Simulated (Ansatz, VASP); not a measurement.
**One calculation of Be3GeO, two programs**

The input INCAR:

```
SYSTEM = Be3GeO
ALGO = Normal ; EDIFF = 1E-6
ENCUT = 600 ; GGA = PE
GGA_COMPAT = .FALSE. ; ISIF = 2
ISMEAR = 0 ; LASPH = .TRUE.
LCHARG = .FALSE. ; LREAL = .FALSE.
LWAVE = .FALSE. ; NBANDS = 21
NELM = 120 ; PREC = Accurate
SIGMA = 0.05
```

File KPOINTS:

```
k-points
0
G
  6 6 6
  0 0 0
```

Contents of POSCAR:

```
Be3GeO
1.0
    3.6360192152      0.0000000000      0.0000000000
    0.0000000000      3.6360192152      0.0000000000
    0.0000000000      0.0000000000      3.6360192152
Ge O Be
1 1 3
Direct
    0.0000000000      0.0000000000      0.0000000000
    0.5000000000      0.5000000000      0.5000000000
    0.5000000000      0.5000000000      0.0000000000
    0.5000000000      0.0000000000      0.5000000000
    0.0000000000      0.5000000000      0.5000000000
```

Input for Ansatz:

```yaml
crystal:
  lattice:
    - [3.6360192152, 0.0, 0.0]
    - [0.0, 3.6360192152, 0.0]
    - [0.0, 0.0, 3.6360192152]
  atoms:
    - { symbol: Ge, position: [0.0, 0.0, 0.0] }
    - { symbol: O, position: [0.5, 0.5, 0.5] }
    - { symbol: Be, position: [0.5, 0.5, 0.0] }
    - { symbol: Be, position: [0.5, 0.0, 0.5] }
    - { symbol: Be, position: [0.0, 0.5, 0.5] }
basis:
  ecutwfc: 420
kpoints:
  mp_grid: { grid: [6, 6, 6] }
hamiltonian:
  xc: pbe
scf:
  occupations: { method: gaussian, width: 0.05 }
output:
  forces: true
  stress: true
  eigenvalues: true
```

Alike in both runs: task single point; functional PBE; k mesh 6 × 6 × 6; occupations gaussian, width 0.05 eV; no spin polarisation.

```csv
,VASP,Ansatz
version,VASP 6.6.1,Ansatz 0.2.0
potentials or method,"VASP PAW PBE potentials, release 64 (Ge_d, O, Be), cutoff 600 eV","scalar-relativistic, plane waves, PAW"
valence electrons in the cell,26,26
```

|  | VASP | Ansatz | Ansatz less VASP |
| --- | --- | --- | --- |
| gap on the k mesh at the Fermi level (eV) | 0.08 | 0.08 | -0.004 |
| least direct gap on the mesh (eV) | 0.48 | 0.48 | -0.005 |
| pressure (GPa) | -0.6 | -0.6 | -0.01 |
